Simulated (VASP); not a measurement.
Here is a VASP 6.6.1 calculation.

File INCAR:

```
SYSTEM = V
PREC     = Accurate       ! precision mode
ENCUT    = 520            ! plane-wave cutoff, eV
EDIFF    = 1E-7           ! SCF threshold, eV
ISMEAR   = -1             ! smearing method
SIGMA    = 0.1            ! smearing width, eV
LREAL    = .False.        ! projectors in reciprocal space
LASPH    = .True.         ! aspherical terms in the spheres
NELM     = 80             ! most SCF steps
ALGO     = Normal         ! electronic algorithm
ISIF     = 2              ! what is computed and relaxed
LWAVE    = .False.        ! write WAVECAR
LCHARG   = .True.         ! write CHGCAR
GGA      = B5             ! functional
ALDAX    = 1.0          
AGGAX    = 1.0          
AGGAC    = 1.0          
ALDAC    = 0.0          
LELF     = .True.         ! ELF
LVHAR    = .True.       
NBANDS   = 12             ! bands
```

File KPOINTS:

```
regular mesh
0
Gamma
  15 15 15
  0 0 0
```

Contents of POSCAR:

```
V
1.0
   -1.5133741620      1.5133741620      1.5133741620
    1.5133741620     -1.5133741620      1.5133741620
    1.5133741620      1.5133741620     -1.5133741620
V
1
Direct
    0.0000000000      0.0000000000      0.0000000000
```

Potentials or basis: VASP PAW PBE potentials, release 64 (V_sv).

Run with:

```console
$ cat potpaw_PBE.64/V_sv/POTCAR > POTCAR
$ mpirun -np 1 vasp_std > vasp.out
```

**Question.** Predict the pressure.

**Answer.** 0.3 GPa.

Caveat: the PAW data sets were made with another functional, which shifts forces and pressure a little.
